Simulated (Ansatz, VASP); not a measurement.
**Two plane-wave programs on ZrF**

```
Zr F
1.0
     2.67362   -2.66569    0.25035
     2.67362    2.66569    0.25035
    -0.42974    0.00000    4.58988
Zr F
2 2
Direct
  0.00000 0.50000 0.00000
  0.50000 0.00000 0.50000
  0.50001 0.49999 0.25000
  0.49999 0.50001 0.75000
```

Alike in both runs: functional PBE; k mesh 6 × 6 × 4; occupations gaussian, width 0.1 eV; no spin polarisation.

Ansatz relaxed the structure, and its values are those at the end. VASP's run is a single point on that final structure, the one shown.

|  | VASP | Ansatz |
| --- | --- | --- |
| version | VASP 6.6.1 | Ansatz 0.2.0 |
| potentials or method | VASP PAW PBE potentials, release 64 (Zr_sv, F), cutoff 520 eV | scalar-relativistic, plane waves, PAW |
| valence electrons in the cell | 38 | 38 |

VASP gave:

* gap on the k mesh at the Fermi level (eV): none
* pressure (GPa): 0.1

Estimate Ansatz's values.

gap on the k mesh at the Fermi level (eV): none; pressure (GPa): 0.0.

A gap of «none» marks a metal or a gap that the smearing closes.
